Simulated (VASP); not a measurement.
Wanted: the native input for a VASP 6.6.1 run.

```yaml
Task: single point
Functional: PBE
Potentials_or_basis: VASP PAW PBE potentials, release 64 (Re)
Cutoff: 520 eV
k_mesh: 10 × 10 × 10
Occupations: gaussian, width 0.15 eV
Spin: no spin polarisation
Dipole_correction: no
Further_INCAR_settings: ALGO = Fast; EDIFF = 1e-06; NBANDS = 10
```

The structure of Re lies in POSCAR:

```
Re
1.0
    0.0000000000      1.8815200931      2.0856650232
    1.8815200931      0.0000000000      2.0856650232
    1.8815200931      1.8815200931      0.0000000000
Re
1
Direct
    0.0000000000      0.0000000000      0.0000000000
```

This cell differs from its parent crystal: volume 14.767 Å^3 an atom, c/a of the conventional cell 1.1085.

The input as run:

INCAR

```
PREC = Accurate
ENCUT = 520
EDIFF = 1E-6
ISMEAR = 0
SIGMA = 0.15
LREAL = False
LASPH = True
NELM = 100
ALGO = Fast
ISIF = 2
LWAVE = False
LCHARG = False
GGA = PE
NBANDS = 10
```

KPOINTS

```
regular mesh
0
Gamma
  10 10 10
```

Potentials or basis: VASP PAW PBE potentials, release 64 (Re).

Run with:

```sh
$ cat potpaw_PBE.64/Re/POTCAR > POTCAR
$ mpirun -np 1 vasp_std > vasp.out
```

Results of the run:

```yaml
Pressure: 7.1 GPa
```

Wall time 35 s on 1 thread of AMD EPYC 7R43 64-Core Processor (Zen 3), with other jobs on the host, peak memory 0.11 GiB.
